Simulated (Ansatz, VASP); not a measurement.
# One calculation of BeS, two programs

The input POSCAR:

```
BeS
1.0
    0.0000000000      2.4343062282      2.4343062282
    2.4343062282      0.0000000000      2.4343062282
    2.4343062282      2.4343062282      0.0000000000
Be S
1 1
Direct
    0.0000000000      0.0000000000      0.0000000000
    0.2500000000      0.2500000000      0.2500000000
```

INCAR.step1

```
SYSTEM = BeS
ALGO     = Normal         ! electronic algorithm
EDIFF    = 1E-4           ! SCF threshold, eV
ENCUT    = 520            ! plane-wave cutoff, eV
GGA      = PE             ! functional
ISMEAR   = 0              ! smearing method
LASPH    = .TRUE.         ! aspherical terms in the spheres
LCHARG   = .FALSE.        ! write CHGCAR
LREAL    = .FALSE.        ! projectors in reciprocal space
LWAVE    = .TRUE.         ! write WAVECAR
NBANDS   = 11             ! bands
NELM     = 100            ! most SCF steps
PREC     = Accurate       ! precision mode
SIGMA    = 0.01           ! smearing width, eV
```

Contents of INCAR.step2:

```
SYSTEM = BeS
ALGO     = Normal         ! electronic algorithm
EDIFF    = 1E-7           ! SCF threshold, eV
ENCUT    = 520            ! plane-wave cutoff, eV
ISIF     = 2              ! what is computed and relaxed
ISMEAR   = 0              ! smearing method
ISTART   = 1            
LASPH    = .TRUE.         ! aspherical terms in the spheres
LCHARG   = .TRUE.         ! write CHGCAR
LELF     = .TRUE.         ! ELF
LMIXTAU  = .TRUE.       
LREAL    = .FALSE.        ! projectors in reciprocal space
LVHAR    = .TRUE.       
LWAVE    = .FALSE.        ! write WAVECAR
METAGGA  = R2SCAN         ! meta-GGA
NBANDS   = 11             ! bands
NELM     = 100            ! most SCF steps
PREC     = Accurate       ! precision mode
SIGMA    = 0.01           ! smearing width, eV
```

The input KPOINTS:

```
k-points
0
G
  10 10 10
  0 0 0
```

Input for Ansatz:

```yaml
crystal:
  lattice:
    - [0.0, 2.4343062282, 2.4343062282]
    - [2.4343062282, 0.0, 2.4343062282]
    - [2.4343062282, 2.4343062282, 0.0]
  atoms:
    - { symbol: Be, position: [0.0, 0.0, 0.0] }
    - { symbol: S, position: [0.25, 0.25, 0.25] }
kpoints:
  mp_grid: { grid: [10, 10, 10] }
  band_path:
    path:
      - [0.0, 0.0, 0.0]
      - [-0.5, -0.5, 0.0]
      - [-0.375, -0.375, 0.25]
      - [-0.375, 0.0, 0.375]
      - [0.0, 0.0, 0.5]
      - [-0.5, -0.25, 0.25]
      - [0.0, 0.5, 0.5]
      - [-0.0375, 0.0, 0.0375]
    npoints: 1
hamiltonian:
  xc: r2scan
scf:
  occupations: { method: fixed }
  n_extra_bands: 4
output:
  forces: true
  stress: true
  eigenvalues: true
  write_density: true
  write_potential: true
  elf: true
  volumetric_format: npy
```

Alike in both runs: task single point; functional r2SCAN; k mesh 10 × 10 × 10; no spin polarisation.

|  | VASP | Ansatz |
| --- | --- | --- |
| version | VASP 6.6.1 | Ansatz 0.2.0 |
| potentials or method | VASP PAW PBE potentials, release 64 (Be, S) | plane waves, PAW |
| plane-wave cutoff (eV) | 520 | 500 |
| occupations | gaussian, width 0.01 eV | fixed |
| valence electrons in the cell | 8 | 8 |

|  | VASP | Ansatz | Ansatz less VASP |
| --- | --- | --- | --- |
| gap on the k mesh at the Fermi level (eV) | 3.60 | 3.59 | -0.009 |
| pressure (GPa) | 0.3 | 0.0 | -0.27 |

VASP's potentials were made for PBE, not for r2SCAN.
